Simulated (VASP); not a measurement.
# Ru4N in VASP: notebook

Runs on Ru4N. Level: LDA. Tasks: single point.

Program: VASP 6.6.1. These are calculated values, not measurements. Logs are shortened: lines on timing, memory, paths and dates and some standing lists are left out, and cuts for length are marked.

## (1) The cell of the first run

The cell holds a slab with vacuum, 5 atoms: a = 2.674 Å, b = 2.674 Å, c = 21.762 Å, α = 90.00°, β = 90.00°, γ = 120.00°.

## (2) Single point, LDA

INCAR reads:

```
  PREC = Accurate
  ENCUT = 520
  EDIFF = 1E-6
  ISMEAR = 0
  SIGMA = 0.1
  LREAL = F
  LASPH = T
  NELM = 80
  ALGO = Normal
  ISIF = 2
  LWAVE = F
  LCHARG = F
  LDIPOL = T
  IDIPOL = 3
  DIPOL = 0.5 0.5 0.372
  GGA = CA
  NBANDS = 38
```

KPOINTS reads:

```
Automatic mesh
0
Gamma
  12 12 1
```

POSCAR reads:

```
Ru4N
1.0
    2.6740588505      0.0000000000      0.0000000000
   -1.3370294252      2.3158028957      0.0000000000
    0.0000000000      0.0000000000     21.7621999150
Ru N
4 1
Direct
    0.6666666667      0.3333333333      0.1838049469
    0.3333333333      0.6666666667      0.2809173942
    0.6666666667      0.3333333333      0.3776317013
    0.3333333333      0.6666666667      0.4715607776
    0.3333333333      0.6666666667      0.5475041857
```

Potentials or basis: VASP PAW LDA potentials, release 64 (Ru_pv, N).

Run with:

```sh
$ cat potpaw_LDA.64/Ru_pv/POTCAR potpaw_LDA.64/N/POTCAR > POTCAR
$ mpirun -np 1 vasp_std > vasp.out
```

OUTCAR:

```text
PREC = Accurate
   ENCUT = 520
   EDIFF = 1E-6
   ISMEAR = 0
   LREAL = F
   LASPH = T
   NELM = 80
   ISIF = 2
   GGA = CA

 ion  position               nearest neighbor table
   1  0.667  0.333  0.184-   2 2.62   2 2.62   2 2.62
   2  0.333  0.667  0.281-   3 2.61   3 2.61   3 2.61   1 2.62   1 2.62   1 2.62
   3  0.667  0.333  0.378-   4 2.56   4 2.56   4 2.56   2 2.61   2 2.61   2 2.61
   4  0.333  0.667  0.472-   5 1.65   3 2.56   3 2.56   3 2.56
   5  0.333  0.667  0.548-   4 1.65

  LATTYP: Found a hexagonal cell.
 ALAT       =     2.6740588505
 C/A-ratio  =     8.1382651361

  Lattice vectors:

 A1 = (   2.6740588505,   0.0000000000,   0.0000000000)
 A2 = (  -1.3370294252,   2.3158028957,   0.0000000000)
 A3 = (   0.0000000000,   0.0000000000,  21.7621999150)

Analysis of symmetry for initial positions (statically):
=====================================================================
 Subroutine PRICEL returns:
 Original cell was already a primitive cell.

 Routine SETGRP: Setting up the symmetry group for a
 hexagonal supercell.

 Subroutine GETGRP returns: Found  6 space group operations
 (whereof  6 operations were pure point group operations)
 out of a pool of 24 trial point group operations.

The static configuration has the point symmetry C_3v.

Analysis of symmetry for dynamics (positions and initial velocities):
=====================================================================
 Subroutine PRICEL returns:
 Original cell was already a primitive cell.

 Routine SETGRP: Setting up the symmetry group for a
 hexagonal supercell.

 Subroutine GETGRP returns: Found  6 space group operations
 (whereof  6 operations were pure point group operations)
 out of a pool of 24 trial point group operations.

The dynamic configuration has the point symmetry C_3v.

 Subroutine INISYM returns: Found  6 space group operations
 (whereof  6 operations are pure point group operations),
 and found     1 'primitive' translations

----------------------------------------------------------------------------------------

                                     Primitive cell

  volume of cell :     134.7645

  direct lattice vectors                    reciprocal lattice vectors
     2.674058850  0.000000000  0.000000000     0.373963348  0.215907840  0.000000000
    -1.337029425  2.315802896  0.000000000     0.000000000  0.431815679  0.000000000
     0.000000000  0.000000000 21.762199915     0.000000000  0.000000000  0.045951237

  length of vectors
     2.674058850  2.674058850 21.762199915     0.431815679  0.431815679  0.045951237

  position of ions in fractional coordinates (direct lattice)
     0.666666667  0.333333333  0.183804947
     0.333333333  0.666666667  0.280917394
     0.666666667  0.333333333  0.377631701
     0.333333333  0.666666667  0.471560778
     0.333333333  0.666666667  0.547504186

  ion indices of the primitive-cell ions
   primitive index   ion index
                 1           1
                 2           2
                 3           3
                 4           4
                 5           5

----------------------------------------------------------------------------------------

 KPOINTS: Automatic mesh

Automatic generation of k-mesh.
 Grid dimensions read from file:
 generate k-points for:   12   12    1

 Generating k-lattice:

  Cartesian coordinates                     Fractional coordinates (reciprocal lattice)
     0.031163612  0.017992320  0.000000000     0.083333333  0.000000000  0.000000000
     0.000000000  0.035984640  0.000000000     0.000000000  0.083333333  0.000000000
     0.000000000  0.000000000  0.045951237     0.000000000  0.000000000  1.000000000

  Length of vectors
     0.035984640  0.035984640  0.045951237

  Shift w.r.t. Gamma in fractional coordinates (k-lattice)
     0.000000000  0.000000000  0.000000000

 Subroutine IBZKPT returns following result:
 ===========================================

 Found     19 irreducible k-points:

 Following reciprocal coordinates:
            Coordinates               Weight
  0.000000  0.000000  0.000000      1.000000
  0.083333  0.000000  0.000000      6.000000
  0.166667  0.000000  0.000000      6.000000
  0.250000  0.000000  0.000000      6.000000
  0.333333  0.000000  0.000000      6.000000
  0.416667  0.000000  0.000000      6.000000
[... 11 lines left out ...]
  0.333333  0.250000  0.000000     12.000000
  0.333333  0.333333  0.000000      2.000000
   k-points           NKPTS =     19   k-points in BZ     NKDIM =     19   number of bands    NBANDS=     38
   number of dos      NEDOS =    301   number of ions     NIONS =      5
   total plane-waves  NPLWV =  64800
   dimension x,y,z NGX =    20 NGY =   20 NGZ =  162
   dimension x,y,z NGXF=    40 NGYF=   40 NGZF=  324
   ions per type =               4   1
   NGX,Y,Z   is equivalent  to a cutoff of  12.43, 12.43, 12.38 a.u.
   NGXF,Y,Z  is equivalent  to a cutoff of  24.87, 24.87, 24.75 a.u.
 SYSTEM =  unknown system
   PREC   = accura    normal or accurate (medium, high low for compatibility)
   ISTART =      0    job   : 0-new  1-cont  2-samecut
   ICHARG =      2    charge: 1-file 2-atom 10-const
   ISPIN  =      1    spin polarized calculation?
   LNONCOLLINEAR =      F non collinear calculations
   LSORBIT =      F    spin-orbit coupling
   LASPH  =      T    aspherical Exc in radial PAW
   ENCUT  =  520.0 eV  38.22 Ry    6.18 a.u.   4.97  4.97 40.46*2*pi/ulx,y,z
   NELM   =     80;   NELMIN=  2; NELMDL= -5     # of ELM steps
   EDIFF  = 0.1E-05   stopping-criterion for ELM
   LREAL  =      F    real-space projection
   EDIFFG = 0.1E-04   stopping-criterion for IOM
   NSW    =      0    number of steps for IOM
   IBRION =     -1    ionic relax: 0-MD 1-quasi-New 2-CG
   NFREE  =      0    steps in history (QN), initial steepest desc. (CG)
   ISIF   =      2    stress and relaxation
   ISYM   =      2    0-nonsym 1-usesym 2-fastsym
   POTIM  = 0.5000    time-step for ionic-motion
   TEBEG  =    0.0;   TEEND  =   0.0 temperature during run
   PSTRESS=    0.0 pullay stress
   NELECT =      61.0000    total number of electrons
   NUPDOWN=      -1.0000    fix difference up-down
   EMIN   =  10.00;   EMAX   =-10.00  energy-range for DOS
   EFERMI =   0.00;   METHOD = LEGACY
   ISMEAR =     0;   SIGMA  =   0.10  broadening in eV -4-tet -1-fermi 0-gaus
   EFERMI_NEDOS =   21; number of points for ismear=-14 and -15
   IALGO  =     38    algorithm
   IMIX   =      4    mixing-type and parameters
     AMIX     =   0.40;   BMIX     =  1.00
     AMIX_MAG =   1.60;   BMIX_MAG =  1.00
  volume/ion in A,a.u.               =      26.95       181.89
  Fermi-wavevector in a.u.,A,eV,Ry     =   1.256974  2.375337 21.496986  1.579984
  Thomas-Fermi vector in A             =   2.390656
   LORBIT       =      0    0 simple, 1 ext, 2 COOP (PROOUT), +10 PAW based schemes
   GGA     = CA    functional components
   LHFCALC =     F    Hartree Fock is set to
   AEXX    =    0.0000 exact exchange contribution
   IVDW    =     0    specifies the selected vdW correction
   LEPSILON=     F    determine dielectric tensor
   LRPA    =     F    only Hartree local field effects (RPA)
 non-spin polarized calculation
 Gauss-broadening in eV      SIGMA  =   0.10
  energy-cutoff  :      520.00
  volume of cell :      134.76
 maximum number of plane-waves:      3677
 NGX is ok and might be reduce to    20
   NGX =  9   NGY =  9   NGZ = 81

 dipolmoment           0.000000      0.000000     -0.001476 electrons x Angstroem

 number of electron      60.9999998 magnetization

 dipolmoment           0.000000      0.000000      0.065367 electrons x Angstroem

 Free energy of the ion-electron system (eV)
  ---------------------------------------------------
  ext. energy  EPLUGINS =         0.00000000
  ---------------------------------------------------
  free energy    TOTEN  =       -47.52423135 eV

  energy without entropy =      -47.50809325  energy(sigma->0) =      -47.51616230

 E-fermi :   1.9457     XC(G=0):  -7.2315

 val. band max:        1.9155379699   @ k =   0.3333   0.1667   0.0000
 cond. band min:       1.9561405308   @ k =   0.3333   0.0000   0.0000
 fundamental gap:      0.0406025609
 Fermi energy:         1.9456709816

 k-point     1 :       0.0000    0.0000    0.0000
  band No.  band energies     occupation
      1     -42.3457      2.00000
      2     -41.4757      2.00000
      3     -40.8988      2.00000
      4     -40.8988      2.00000
      5     -40.8044      2.00000
      6     -40.6755      2.00000
[... 30 lines left out ...]
     37       3.1137      0.00000
     38       3.1137      0.00000

 k-point     2 :       0.0833    0.0000    0.0000
  band No.  band energies     occupation
      1     -42.3329      2.00000
      2     -41.4633      2.00000
      3     -40.9706      2.00000
      4     -40.9136      2.00000
      5     -40.8327      2.00000
      6     -40.6908      2.00000
[... 30 lines left out ...]
     37       3.1620      0.00000
     38       4.3605      0.00000

 k-point     3 :       0.1667    0.0000    0.0000
  band No.  band energies     occupation
      1     -42.2987      2.00000
      2     -41.4346      2.00000
      3     -41.1349      2.00000
      4     -40.9691      2.00000
      5     -40.9538      2.00000
      6     -40.7322      2.00000
[... 30 lines left out ...]
     37       3.4296      0.00000
[... 576 lines left out ...]
 k-point    18 :       0.3333    0.2500    0.0000
  band No.  band energies     occupation
      1     -42.1547      2.00000
      2     -41.6550      2.00000
      3     -41.4664      2.00000
      4     -41.3709      2.00000
      5     -41.2820      2.00000
      6     -41.1951      2.00000
[... 30 lines left out ...]
     37       7.9351      0.00000
     38       8.7995      0.00000

 k-point    19 :       0.3333    0.3333    0.0000
  band No.  band energies     occupation
      1     -42.1473      2.00000
      2     -41.5826      2.00000
      3     -41.5217      2.00000
      4     -41.3466      2.00000
      5     -41.3019      2.00000
      6     -41.2605      2.00000
[... 30 lines left out ...]
     37       9.6272      0.00000
     38       9.7960      0.00000

------------------------ aborting loop because EDIFF is reached ----------------------------------------

 vacuum level on the upper side and lower side of the slab       (xc-potential included)         0.790        -1.010

  FORCE on cell =-STRESS in cart. coord.  units (eV):
  Direction    XX          YY          ZZ          XY          YZ          ZX
  --------------------------------------------------------------------------------------
  -------------------------------------------------------------------------------------
  Total        1.1909440      1.1909440      4.7193177      0.0000000      0.0000000      0.0000000
  in kB       14.1588036     14.1588036     56.1066643      0.0000000      0.0000000      0.0000000
  external PRESSURE =      28.1414239 kB  Pullay stress =       0.0000000 kB

 VOLUME and BASIS-vectors are now :
 -----------------------------------------------------------------------------
  energy-cutoff  :      520.00
  volume of cell :      134.76
      direct lattice vectors                 reciprocal lattice vectors
     2.674058850  0.000000000  0.000000000     0.373963348  0.215907840  0.000000000
    -1.337029425  2.315802896  0.000000000     0.000000000  0.431815679  0.000000000
     0.000000000  0.000000000 21.762199915     0.000000000  0.000000000  0.045951237

 POSITION                                       TOTAL-FORCE (eV/Angst)
 -----------------------------------------------------------------------------------
      1.33703      0.77193      4.00000         0.000000     -0.000000      0.788536
     -0.00000      1.54387      6.11338        -0.000000      0.000000     -0.762668
      1.33703      0.77193      8.21810         0.000000     -0.000000     -2.816298
     -0.00000      1.54387     10.26220         0.000000     -0.000000      2.307345
     -0.00000      1.54387     11.91490        -0.000000      0.000000      0.483085
 -----------------------------------------------------------------------------------
    total drift:                                0.000000     -0.000000     -0.000118

  FREE ENERGIE OF THE ION-ELECTRON SYSTEM (eV)
  ---------------------------------------------------
  free  energy   TOTEN  =       -47.5242313535 eV

  energy  without entropy=      -47.5080932462  energy(sigma->0) =      -47.51616230

 vacuum level on the upper side and lower side of the slab         9.298         7.388
```

It took 90 s on 1 thread of Intel Xeon 6975P-C (Granite Rapids), shared host; peak memory 0.24 GiB.

Results:

```yaml
Free_energy: -47.5242 eV
Largest_force: 2.816 eV/Å
```

Forces in eV/Å, atoms in the order of the input:
```
Ru   0.000  0.000  0.789
Ru   0.000  0.000 -0.763
Ru   0.000  0.000 -2.816
Ru   0.000  0.000  2.307
N    0.000  0.000  0.483
```

Levels at points of the mesh, in eV from the Fermi level:
| k point | band 27 | band 28 | band 29 | band 30 | band 31 | band 32 | band 33 | band 34 |
| --- | --- | --- | --- | --- | --- | --- | --- | --- |
| (0.00, 0.00, 0.00) | -2.26 | -2.16 | -1.86 | -1.86 | -0.63 | -0.63 | -0.29 | 0.55 |
| (0.50, 0.00, 0.00) | -0.81 | 0.14 | 0.87 | 0.95 | 1.38 | 1.56 | 1.86 | 2.16 |

## (3) Single point, LDA

INCAR reads:

```
SYSTEM = Ru4N
PREC = Accurate
ENCUT = 520
EDIFF = 1E-6
ISMEAR = 0
SIGMA = 0.1
LREAL = .False.
LASPH = .True.
NELM = 60
ALGO = Normal
ISIF = 2
LWAVE = .False.
LCHARG = .False.
LDIPOL = .True.
IDIPOL = 3
DIPOL = 0.5 0.5 0.368
GGA = CA
NBANDS = 38
```

KPOINTS reads:

```
regular mesh
0
Gamma
  12 12 1
  0 0 0
```

Changes to POSCAR since step 2:

```diff
@@ -12,2 +12,2 @@
     0.3333333333      0.6666666667      0.4715607776
-    0.3333333333      0.6666666667      0.5475041857
+    0.6666666667      1.3333333333      0.5267250207
```

Potentials or basis: VASP PAW LDA potentials, release 64 (Ru_pv, N).

Run with:

```sh
$ cat potpaw_LDA.64/Ru_pv/POTCAR potpaw_LDA.64/N/POTCAR > POTCAR
$ mpirun -np 1 vasp_std > vasp.out
```

Wall time 1.9 min (1 thread of Intel Xeon 6975P-C (Granite Rapids), shared host); peak memory 0.23 GiB.

Results (log left out):

```
Free energy   : -49.1060 eV
Largest force : 1.751 eV/Å
```

Forces in eV/Å, atoms in the order of the input:
```
Ru   0.000  0.000  0.917
Ru   0.000  0.000 -1.439
Ru   0.000  0.000 -1.314
Ru   0.000  0.000  1.751
N    0.000  0.000  0.085
```

Levels at points of the mesh, in eV from the Fermi level:
| k point | band 27 | band 28 | band 29 | band 30 | band 31 | band 32 | band 33 | band 34 |
| --- | --- | --- | --- | --- | --- | --- | --- | --- |
| (0.00, 0.00, 0.00) | -2.26 | -1.98 | -1.98 | -1.48 | -0.51 | -0.51 | -0.17 | 0.61 |
| (0.50, 0.00, 0.00) | -0.80 | -0.50 | 0.46 | 1.10 | 1.14 | 1.46 | 1.49 | 1.70 |

(Continued in part 2 of 2.)
